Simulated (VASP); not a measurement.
Set up this calculation in VASP 6.6.1, as the native input.

```
Task                   : single point
Functional             : PBE
Potentials or basis    : VASP PAW PBE potentials, release 64 (Ge_d)
Cutoff                 : 520 eV
k mesh                 : 14 × 14 × 14
Occupations            : gaussian, width 0.15 eV
Spin                   : no spin polarisation
Dipole correction      : no
Further INCAR settings : ALGO = Normal; EDIFF = 1e-06; NBANDS = 21
```

The structure of Ge lies in POSCAR:

```
Ge
1.0
    0.0106078875      2.8287700000      2.8287700000
    2.8287700000      0.0106078875      2.8287700000
    2.8393778875      2.8393778875      0.0000000000
Ge
2
Direct
    0.5000000000      0.5000000000      0.5000000000
    0.7500000000      0.7500000000      0.7500000000
```

This cell differs from its parent crystal: strain +0.0075 x Voigt [0, 0, 0, 0, 0, 1].

One way to write it, as run:

INCAR

```
SYSTEM = Ge
PREC     = Accurate       ! precision mode
ENCUT    = 520            ! plane-wave cutoff, eV
EDIFF    = 1E-6           ! SCF threshold, eV
ISMEAR   = 0              ! smearing method
SIGMA    = 0.15           ! smearing width, eV
LREAL    = .FALSE.        ! projectors in reciprocal space
LASPH    = .TRUE.         ! aspherical terms in the spheres
NELM     = 100            ! most SCF steps
ALGO     = Normal         ! electronic algorithm
ISIF     = 2              ! what is computed and relaxed
LWAVE    = .FALSE.        ! write WAVECAR
LCHARG   = .FALSE.        ! write CHGCAR
GGA      = PE             ! functional
NBANDS   = 21             ! bands
```

KPOINTS

```
Automatic mesh
0
G
  14 14 14
  0 0 0
```

Potentials or basis: VASP PAW PBE potentials, release 64 (Ge_d).

The run is started by

```sh
$ cat potpaw_PBE.64/Ge_d/POTCAR > POTCAR
$ mpirun -np 1 vasp_std > vasp.out
```

Results of the run:

```
Pressure      : 3.6 GPa
Largest force : 0.069 eV/Å
```

Caveat: the cell differs from its parent crystal (strain +0.0075 x Voigt [0, 0, 0, 0, 0, 1]).

Wall time 2.2 min on 1 thread of Intel(R) Xeon(R) 6975P-C (Granite Rapids), on a shared host, peak memory 0.41 GiB.
